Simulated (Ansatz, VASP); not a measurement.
One calculation of Na, two programs

```xyz
1
Lattice="-1.7840 1.7840 1.7840 1.7840 -1.7840 1.7840 1.7840 1.7840 -1.7840" Properties=species:S:1:pos:R:3 pbc="T T T"
Na    0.0000    0.0000    0.0000
```

Change from the starting cell: volume scaled by 0.68, PAW files.

Alike in both runs: task single point; functional LDA; k mesh 13 × 13 × 13; occupations fermi-dirac, width 0.05 eV; no spin polarisation.

```csv
,VASP,Ansatz
version,VASP 6.6.1,Ansatz 0.2.0
potentials or method,"VASP PAW LDA potentials, release 64 (Na_pv)","PAW with Ansatz's default frozen-core files, scalar-relativistic"
plane-wave cutoff (eV),520,420
valence electrons in the cell,7,9
```

```csv
,VASP,Ansatz,Ansatz less VASP
pressure (GPa),7.2,7.2,-0.01
```

LDA's correlation is that of Perdew and Zunger in VASP and of Perdew and Wang (1992) in Ansatz. VASP's potentials hold 7 valence electrons a cell and Ansatz's 9, so a difference there can come from the potentials and not from the codes.
